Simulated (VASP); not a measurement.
# SiC (Moissanite 6H) (P6_3mc) in VASP: a series of runs

The runs below take SiC (Moissanite 6H) through single point, relaxation of cell and atoms, with PBEsol, r2SCAN.

Program: VASP 6.6.1. These are calculated values, not measurements. Logs are shortened: lines on timing, memory, paths and dates and some standing lists are left out, and cuts for length are marked.

### 1 The cell of the first run

Symmetry: P6_3mc, No. 186, hexagonal system. The conventional cell has a = 3.079 Å, b = 3.079 Å, c = 15.108 Å, α = 90.00°, β = 90.00°, γ = 120.00°. Si (site symmetry 3m) has 4 C at 1.89 Å within 2.5 Å. Within 2.5 Å of Si (site symmetry 3m) lie 4 C at 1.89 Å. Si (site symmetry 3m) has 4 C at 1.88 to 1.89 Å within 2.5 Å. Within 2.5 Å of C (site symmetry 3m) lie 4 Si at 1.88 to 1.89 Å. C (site symmetry 3m) has 4 Si at 1.89 Å within 2.5 Å. C (site symmetry 3m) has 4 Si at 1.89 Å within 2.5 Å.

### 2 Single point, PBEsol

INCAR

```
PREC     = Accurate       # precision mode
ENCUT    = 520            # plane-wave cutoff, eV
EDIFF    = 1E-6           # SCF threshold, eV
ISMEAR   = 0              # smearing method
SIGMA    = 0.02           # smearing width, eV
LREAL    = False          # projectors in reciprocal space
LASPH    = True           # aspherical terms in the spheres
NELM     = 80             # most SCF steps
ALGO     = Normal         # electronic algorithm
ISIF     = 2              # what is computed and relaxed
LWAVE    = False          # write WAVECAR
LCHARG   = True           # write CHGCAR
GGA      = PS             # functional
LELF     = True           # ELF
LVHAR    = True         
NBANDS   = 36             # bands
```

KPOINTS

```
Automatic mesh
0
Gamma
  12 12 2
```

POSCAR

```
SiC
1.0
    3.0790874996      0.0000000000      0.0000000000
   -1.5395437498      2.6665679951      0.0000000000
    0.0000000000      0.0000000000     15.1076943089
Si C
6 6
Direct
    0.0000000000      0.0000000000      0.1250346186
    0.0000000000      0.0000000000      0.6250346186
    0.3333333333      0.6666666667      0.2918199952
    0.6666666667      0.3333333333      0.7918199952
    0.3333333333      0.6666666667      0.9583138720
    0.6666666667      0.3333333333      0.4583138720
    0.0000000000      0.0000000000     -0.0003142250
    0.0000000000      0.0000000000      0.4996857750
    0.3333333333      0.6666666667      0.1668262173
    0.6666666667      0.3333333333      0.6668262173
    0.3333333333      0.6666666667      0.8333195219
    0.6666666667      0.3333333333      0.3333195219
```

Potentials or basis: VASP PAW PBE potentials, release 64 (Si, C).

The run is started by

```console
$ cat potpaw_PBE.64/Si/POTCAR potpaw_PBE.64/C/POTCAR > POTCAR
$ mpirun -np 1 vasp_std > vasp.out
```

OUTCAR:

```text
PREC = Accurate
   ENCUT = 520
   EDIFF = 1E-6
   ISMEAR = 0
   LREAL = False
   LASPH = True
   NELM = 80
   ISIF = 2
   GGA = PS

 ion  position               nearest neighbor table
   1  0.000  0.000  0.125-   9 1.89   9 1.89   9 1.89   7 1.89   5 3.08   5 3.08   5 3.08   3 3.08
                             3 3.08   3 3.08
   2  0.000  0.000  0.625-  10 1.89  10 1.89  10 1.89   8 1.89   6 3.08   6 3.08   6 3.08   4 3.08
                             4 3.08   4 3.08
   3  0.333  0.667  0.292-  12 1.89  12 1.89  12 1.89   9 1.89   6 3.08   6 3.08   6 3.08   1 3.08
                             1 3.08   1 3.08
   4  0.667  0.333  0.792-  11 1.89  11 1.89  11 1.89  10 1.89   5 3.08   5 3.08   5 3.08   2 3.08
                             2 3.08   2 3.08
   5  0.333  0.667  0.958-   7 1.88   7 1.88   7 1.88  11 1.89   4 3.08   4 3.08   4 3.08   1 3.08
                             1 3.08   1 3.08
   6  0.667  0.333  0.458-   8 1.88   8 1.88   8 1.88  12 1.89   3 3.08   3 3.08   3 3.08   2 3.08
                             2 3.08   2 3.08
   7  0.000  0.000  1.000-   5 1.88   5 1.88   5 1.88   1 1.89
   8  0.000  0.000  0.500-   6 1.88   6 1.88   6 1.88   2 1.89
   9  0.333  0.667  0.167-   1 1.89   1 1.89   1 1.89   3 1.89
  10  0.667  0.333  0.667-   2 1.89   2 1.89   2 1.89   4 1.89
  11  0.333  0.667  0.833-   4 1.89   4 1.89   4 1.89   5 1.89
  12  0.667  0.333  0.333-   3 1.89   3 1.89   3 1.89   6 1.89

  LATTYP: Found a hexagonal cell.
 ALAT       =     3.0790874996
 C/A-ratio  =     4.9065492003

  Lattice vectors:

 A1 = (   3.0790874996,   0.0000000000,   0.0000000000)
 A2 = (  -1.5395437498,   2.6665679951,   0.0000000000)
 A3 = (   0.0000000000,   0.0000000000,  15.1076943089)

Analysis of symmetry for initial positions (statically):
=====================================================================
 Subroutine PRICEL returns:
 Original cell was already a primitive cell.

 Routine SETGRP: Setting up the symmetry group for a
 hexagonal supercell.

 Subroutine GETGRP returns: Found 12 space group operations
 (whereof  6 operations were pure point group operations)
 out of a pool of 24 trial point group operations.

The static configuration has the point symmetry C_3v.
 The point group associated with its full space group is C_6v.

Analysis of symmetry for dynamics (positions and initial velocities):
=====================================================================
 Subroutine PRICEL returns:
 Original cell was already a primitive cell.

 Routine SETGRP: Setting up the symmetry group for a
 hexagonal supercell.

 Subroutine GETGRP returns: Found 12 space group operations
 (whereof  6 operations were pure point group operations)
 out of a pool of 24 trial point group operations.

The dynamic configuration has the point symmetry C_3v.
 The point group associated with its full space group is C_6v.

 Subroutine INISYM returns: Found 12 space group operations
 (whereof  6 operations are pure point group operations),
 and found     1 'primitive' translations

----------------------------------------------------------------------------------------

                                     Primitive cell

  volume of cell :     124.0432

  direct lattice vectors                    reciprocal lattice vectors
     3.079087500  0.000000000  0.000000000     0.324771544  0.187506938  0.000000000
    -1.539543750  2.666567995  0.000000000     0.000000000  0.375013876  0.000000000
     0.000000000  0.000000000 15.107694309     0.000000000  0.000000000  0.066191437

  length of vectors
     3.079087500  3.079087500 15.107694309     0.375013876  0.375013876  0.066191437

  position of ions in fractional coordinates (direct lattice)
     0.000000000  0.000000000  0.125034619
     0.000000000  0.000000000  0.625034619
     0.333333333  0.666666667  0.291819995
     0.666666667  0.333333333  0.791819995
     0.333333333  0.666666667  0.958313872
     0.666666667  0.333333333  0.458313872
     0.000000000  0.000000000  0.999685775
     0.000000000  0.000000000  0.499685775
     0.333333333  0.666666667  0.166826217
     0.666666667  0.333333333  0.666826217
     0.333333333  0.666666667  0.833319522
     0.666666667  0.333333333  0.333319522

  ion indices of the primitive-cell ions
   primitive index   ion index
                 1           1
                 2           2
                 3           3
                 4           4
                 5           5
                 6           6
                 7           7
                 8           8
                 9           9
                10          10
                11          11
                12          12

----------------------------------------------------------------------------------------

 KPOINTS: Automatic mesh

Automatic generation of k-mesh.
 Grid dimensions read from file:
 generate k-points for:   12   12    2

 Generating k-lattice:

  Cartesian coordinates                     Fractional coordinates (reciprocal lattice)
     0.027064295  0.015625578  0.000000000     0.083333333 -0.000000000  0.000000000
     0.000000000  0.031251156  0.000000000     0.000000000  0.083333333  0.000000000
     0.000000000  0.000000000  0.033095719     0.000000000  0.000000000  0.500000000

  Length of vectors
     0.031251156  0.031251156  0.033095719

  Shift w.r.t. Gamma in fractional coordinates (k-lattice)
     0.000000000  0.000000000  0.000000000

 Subroutine IBZKPT returns following result:
 ===========================================

 Found     38 irreducible k-points:

 Following reciprocal coordinates:
            Coordinates               Weight
  0.000000  0.000000  0.000000      1.000000
  0.083333  0.000000  0.000000      6.000000
  0.166667  0.000000  0.000000      6.000000
  0.250000  0.000000  0.000000      6.000000
  0.333333  0.000000  0.000000      6.000000
  0.416667  0.000000  0.000000      6.000000
[... 16 lines left out ...]
  0.250000  0.000000  0.500000      6.000000
  0.333333  0.000000  0.500000      6.000000
 [... further k-points ...]
   k-points           NKPTS =     38   k-points in BZ     NKDIM =     38   number of bands    NBANDS=     36
   number of dos      NEDOS =    301   number of ions     NIONS =     12
   total plane-waves  NPLWV =  64512
   dimension x,y,z NGX =    24 NGY =   24 NGZ =  112
   dimension x,y,z NGXF=    48 NGYF=   48 NGZF=  224
   ions per type =               6   6
   NGX,Y,Z   is equivalent  to a cutoff of  12.96, 12.96, 12.32 a.u.
   NGXF,Y,Z  is equivalent  to a cutoff of  25.92, 25.92, 24.65 a.u.
 SYSTEM =  unknown system
   PREC   = accura    normal or accurate (medium, high low for compatibility)
   ISTART =      0    job   : 0-new  1-cont  2-samecut
   ICHARG =      2    charge: 1-file 2-atom 10-const
   ISPIN  =      1    spin polarized calculation?
   LNONCOLLINEAR =      F non collinear calculations
   LSORBIT =      F    spin-orbit coupling
   LASPH  =      T    aspherical Exc in radial PAW
   ENCUT  =  520.0 eV  38.22 Ry    6.18 a.u.   5.73  5.73 28.09*2*pi/ulx,y,z
   NELM   =     80;   NELMIN=  2; NELMDL= -5     # of ELM steps
   EDIFF  = 0.1E-05   stopping-criterion for ELM
   LREAL  =      F    real-space projection
   EDIFFG = 0.1E-04   stopping-criterion for IOM
   NSW    =      0    number of steps for IOM
   IBRION =     -1    ionic relax: 0-MD 1-quasi-New 2-CG
   NFREE  =      0    steps in history (QN), initial steepest desc. (CG)
   ISIF   =      2    stress and relaxation
   ISYM   =      2    0-nonsym 1-usesym 2-fastsym
   POTIM  = 0.5000    time-step for ionic-motion
   TEBEG  =    0.0;   TEEND  =   0.0 temperature during run
   PSTRESS=    0.0 pullay stress
   NELECT =      48.0000    total number of electrons
   NUPDOWN=      -1.0000    fix difference up-down
   EMIN   =  10.00;   EMAX   =-10.00  energy-range for DOS
   EFERMI =   0.00;   METHOD = LEGACY
   ISMEAR =     0;   SIGMA  =   0.02  broadening in eV -4-tet -1-fermi 0-gaus
   EFERMI_NEDOS =   21; number of points for ismear=-14 and -15
   IALGO  =     38    algorithm
   IMIX   =      4    mixing-type and parameters
     AMIX     =   0.40;   BMIX     =  1.00
     AMIX_MAG =   1.60;   BMIX_MAG =  1.00
  volume/ion in A,a.u.               =      10.34        69.76
  Fermi-wavevector in a.u.,A,eV,Ry     =   1.192974  2.254394 19.363632  1.423187
  Thomas-Fermi vector in A             =   2.328999
   LORBIT       =      0    0 simple, 1 ext, 2 COOP (PROOUT), +10 PAW based schemes
   GGA     = PS    functional components
   LHFCALC =     F    Hartree Fock is set to
   AEXX    =    0.0000 exact exchange contribution
   IVDW    =     0    specifies the selected vdW correction
   LEPSILON=     F    determine dielectric tensor
   LRPA    =     F    only Hartree local field effects (RPA)
 non-spin polarized calculation
 Gauss-broadening in eV      SIGMA  =   0.02
  energy-cutoff  :      520.00
  volume of cell :      124.04
 maximum number of plane-waves:      3358
 NGX is ok and might be reduce to    24
   NGX = 11   NGY = 11   NGZ = 57

 number of electron      47.9999999 magnetization

 Free energy of the ion-electron system (eV)
  ---------------------------------------------------
  ext. energy  EPLUGINS =         0.00000000
  ---------------------------------------------------
  free energy    TOTEN  =       -95.50514763 eV

  energy without entropy =      -95.50514763  energy(sigma->0) =      -95.50514763

 E-fermi :   8.2563     XC(G=0): -11.5069

 val. band max:        8.1115721465   @ k =   0.0000   0.0000   0.0000
 cond. band min:      10.0235640557   @ k =   0.5000   0.0000   0.0000
 fundamental gap:      1.9119919092
 Fermi energy:         8.2562782475

 k-point     1 :       0.0000    0.0000    0.0000
  band No.  band energies     occupation
      1      -7.3720      2.00000
      2      -6.8477      2.00000
      3      -6.8123      2.00000
      4      -5.3065      2.00000
      5      -5.2785      2.00000
      6      -3.7644      2.00000
[... 28 lines left out ...]
     35      15.4196      0.00000
     36      15.4960      0.00000
[... 866 lines left out ...]
      6      -2.8216      2.00000
[... 28 lines left out ...]
     35      15.9436      0.00000
     36      15.9437      0.00000

 [... further k-points ...]
[... 5 lines left out ...]
  --------------------------------------------------------------------------------------
  -------------------------------------------------------------------------------------
  Total        0.2376095      0.2376095      0.2400026      0.0000000     -0.0000000     -0.0000000
  in kB        3.0690329      3.0690329      3.0999420      0.0000000     -0.0000000     -0.0000000
  external PRESSURE =       3.0793359 kB  Pullay stress =       0.0000000 kB

 VOLUME and BASIS-vectors are now :
 -----------------------------------------------------------------------------
  energy-cutoff  :      520.00
  volume of cell :      124.04
      direct lattice vectors                 reciprocal lattice vectors
     3.079087500  0.000000000  0.000000000     0.324771544  0.187506938  0.000000000
    -1.539543750  2.666567995  0.000000000     0.000000000  0.375013876  0.000000000
     0.000000000  0.000000000 15.107694309     0.000000000  0.000000000  0.066191437

 POSITION                                       TOTAL-FORCE (eV/Angst)
 -----------------------------------------------------------------------------------
      0.00000      0.00000      1.88898        -0.000000      0.000000      0.000559
      0.00000      0.00000      9.44283         0.000000     -0.000000      0.000559
     -0.00000      1.77771      4.40873        -0.000000      0.000000     -0.000276
      1.53954      0.88886     11.96257         0.000000     -0.000000     -0.000276
     -0.00000      1.77771     14.47791        -0.000000     -0.000000     -0.000839
      1.53954      0.88886      6.92407         0.000000     -0.000000     -0.000839
      0.00000      0.00000     15.10295         0.000000      0.000000      0.000518
      0.00000      0.00000      7.54910        -0.000000     -0.000000      0.000518
     -0.00000      1.77771      2.52036        -0.000000      0.000000      0.000180
      1.53954      0.88886     10.07421         0.000000     -0.000000      0.000180
     -0.00000      1.77771     12.58954        -0.000000     -0.000000     -0.000142
      1.53954      0.88886      5.03569         0.000000     -0.000000     -0.000142
 -----------------------------------------------------------------------------------
    total drift:                               -0.000000     -0.000000      0.000593

  FREE ENERGIE OF THE ION-ELECTRON SYSTEM (eV)
  ---------------------------------------------------
  free  energy   TOTEN  =       -95.5051476304 eV

  energy  without entropy=      -95.5051476304  energy(sigma->0) =      -95.50514763
```

It took 94 s on 1 thread of Intel Xeon 6975P-C, shared host; peak memory 0.3 GiB.

Results:

| Quantity | Value |
| --- | --- |
| Free energy | -95.5051 eV |
| Pressure | 0.3 GPa |
| Band gap on the k mesh | 1.91 eV, indirect (least direct gap 3.02 eV) |

Levels at points of the mesh, in eV from the valence-band top:
| k point | band 21 | band 22 | band 23 | band 24 | band 25 | band 26 | band 27 | band 28 |
| --- | --- | --- | --- | --- | --- | --- | --- | --- |
| (0.00, 0.00, 0.00) | -0.30 | -0.04 | 0.00 | 0.00 | 5.12 | 5.29 | 5.70 | 6.22 |
| (0.50, 0.00, 0.00) | -1.82 | -1.80 | -1.68 | -1.10 | 1.91 | 2.10 | 3.10 | 3.79 |
| (0.00, 0.00, 0.50) | -0.10 | -0.10 | -0.10 | -0.10 | 5.19 | 5.19 | 5.94 | 5.94 |
| (0.50, 0.00, 0.50) | -1.73 | -1.73 | -1.31 | -1.31 | 1.95 | 1.95 | 3.32 | 3.32 |

Caveat: the PAW data sets were made with another functional, which shifts forces and pressure a little.

### 3 Single point, PBEsol

INCAR

```
SYSTEM = SiC
PREC     = Accurate       ! precision mode
ENCUT    = 520            ! plane-wave cutoff, eV
EDIFF    = 1E-6           ! SCF threshold, eV
ISMEAR   = 0              ! smearing method
SIGMA    = 0.02           ! smearing width, eV
LREAL    = .FALSE.        ! projectors in reciprocal space
LASPH    = .TRUE.         ! aspherical terms in the spheres
NELM     = 100            ! most SCF steps
ALGO     = Normal         ! electronic algorithm
ISIF     = 2              ! what is computed and relaxed
LWAVE    = .FALSE.        ! write WAVECAR
LCHARG   = .FALSE.        ! write CHGCAR
GGA      = PS             ! functional
NBANDS   = 36             ! bands
```

KPOINTS

```
Automatic mesh
0
G
  12 12 2
  0 0 0
```

POSCAR is that of step 2.

Potentials or basis: VASP PAW PBE potentials, release 64 (Si, C).

The run is started by

```console
$ cat potpaw_PBE.64/Si/POTCAR potpaw_PBE.64/C/POTCAR > POTCAR
$ mpirun -np 1 vasp_std > vasp.out
```

OUTCAR:

```text
SYSTEM = SiC
   PREC = Accurate
   ENCUT = 520
   EDIFF = 1E-6
   ISMEAR = 0
   LREAL = .FALSE.
   LASPH = .TRUE.
   NELM = 100
   ISIF = 2
   GGA = PS

 ion  position               nearest neighbor table
   1  0.000  0.000  0.125-   9 1.89   9 1.89   9 1.89   7 1.89   5 3.08   5 3.08   5 3.08   3 3.08
                             3 3.08   3 3.08
   2  0.000  0.000  0.625-  10 1.89  10 1.89  10 1.89   8 1.89   6 3.08   6 3.08   6 3.08   4 3.08
                             4 3.08   4 3.08
   3  0.333  0.667  0.292-  12 1.89  12 1.89  12 1.89   9 1.89   6 3.08   6 3.08   6 3.08   1 3.08
[... 1177 lines left out ...]
 -----------------------------------------------------------------------------
  energy-cutoff  :      520.00
  volume of cell :      124.04
      direct lattice vectors                 reciprocal lattice vectors
     3.079087500  0.000000000  0.000000000     0.324771544  0.187506938  0.000000000
    -1.539543750  2.666567995  0.000000000     0.000000000  0.375013876  0.000000000
     0.000000000  0.000000000 15.107694309     0.000000000  0.000000000  0.066191437

 POSITION                                       TOTAL-FORCE (eV/Angst)
 -----------------------------------------------------------------------------------
      0.00000      0.00000      1.88898        -0.000000      0.000000      0.000559
      0.00000      0.00000      9.44283         0.000000     -0.000000      0.000559
     -0.00000      1.77771      4.40873        -0.000000      0.000000     -0.000276
      1.53954      0.88886     11.96257         0.000000     -0.000000     -0.000276
     -0.00000      1.77771     14.47791        -0.000000     -0.000000     -0.000839
      1.53954      0.88886      6.92407         0.000000     -0.000000     -0.000839
      0.00000      0.00000     15.10295         0.000000      0.000000      0.000518
      0.00000      0.00000      7.54910        -0.000000     -0.000000      0.000518
     -0.00000      1.77771      2.52036        -0.000000      0.000000      0.000180
      1.53954      0.88886     10.07421         0.000000     -0.000000      0.000180
     -0.00000      1.77771     12.58954        -0.000000     -0.000000     -0.000142
      1.53954      0.88886      5.03569         0.000000     -0.000000     -0.000142
 -----------------------------------------------------------------------------------
    total drift:                               -0.000000     -0.000000      0.000593

  FREE ENERGIE OF THE ION-ELECTRON SYSTEM (eV)
  ---------------------------------------------------
  free  energy   TOTEN  =       -95.5051476304 eV

  energy  without entropy=      -95.5051476304  energy(sigma->0) =      -95.50514763
```

It took 1.7 min on 1 thread of Intel Xeon 6975P-C, shared host; peak memory 0.3 GiB.

Results:

```
Free energy            : -95.5051 eV
Pressure               : 0.3 GPa
Band gap on the k mesh : 1.91 eV, indirect (least direct gap 3.02 eV)
```

Caveat: the PAW data sets were made with another functional, which shifts forces and pressure a little. A k mesh can miss the band edges.

[end of part 1 of 2]
